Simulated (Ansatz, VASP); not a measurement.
# One calculation of Hf, two programs

POSCAR

```
Hf
1.0
    0.0000000000      2.2394800180      2.2394800180
    2.2394800180      0.0000000000      2.2394800180
    2.2394800180      2.2394800180      0.0000000000
Hf
1
Direct
    0.0000000000      0.0000000000      0.0000000000
```

The input INCAR.step1:

```
SYSTEM = Hf
PREC = Accurate
ENCUT = 520
ISMEAR = -1
SIGMA = 0.1
LREAL = .FALSE.
LASPH = .TRUE.
NELM = 60
NBANDS = 11
GGA = PE
ALGO = Normal
EDIFF = 1E-4
LWAVE = .TRUE.
LCHARG = .FALSE.
```

The input INCAR.step2:

```
SYSTEM = Hf
PREC = Accurate
ENCUT = 520
EDIFF = 1E-6
ISMEAR = -1
SIGMA = 0.1
LREAL = .FALSE.
LASPH = .TRUE.
NELM = 60
ALGO = Normal
ISIF = 2
LWAVE = .FALSE.
LCHARG = .FALSE.
METAGGA = R2SCAN
LMIXTAU = .TRUE.
NBANDS = 11
ISTART = 1
```

The input KPOINTS:

```
regular mesh
0
G
  14 14 14
  0 0 0
```

Input for Ansatz:

```yaml
crystal:
  lattice:
    - [0.0, 2.239480018, 2.239480018]
    - [2.239480018, 0.0, 2.239480018]
    - [2.239480018, 2.239480018, 0.0]
  atoms:
    - { symbol: Hf, position: [0.0, 0.0, 0.0] }
hamiltonian:
  xc: r2scan
  pseudopotentials:
    kind: paw
    azcp:
      Hf: "pseudopotentials/Hf.paw.azcp"
basis:
  ecutwfc: 500
  fft_grid_basis: typed
kpoints:
  mp_grid: { grid: [14, 14, 14], shift: [0, 0, 0] }
magnetization:
  spin_polarized: false
scf:
  occupations: { method: fermi_dirac, width: 0.1 }
  lower_state_search: "off"
output:
  stress: true
```

Alike in both runs: task single point; functional r2SCAN; k mesh 14 × 14 × 14; occupations fermi-dirac, width 0.1 eV; no spin polarisation.

```csv
,VASP,Ansatz
version,VASP 6.6.1,Ansatz 0.2.0
potentials or method,"VASP PAW PBE potentials, release 64 (Hf_pv), cutoff 520 eV","plane waves (500 eV) with PAW, scalar-relativistic"
valence electrons in the cell,10,26
```

|  | VASP | Ansatz | Ansatz less VASP |
| --- | --- | --- | --- |
| pressure (GPa) | -0.5 | 0.0 | +0.52 |

VASP's potentials were made for PBE, not for r2SCAN. With one functional, cell and mesh, what is left measures potentials, basis and numerics. VASP's potentials hold 10 valence electrons a cell and Ansatz's 26, so a difference there can come from the potentials and not from the codes.

Neither program's run includes spin-orbit coupling.
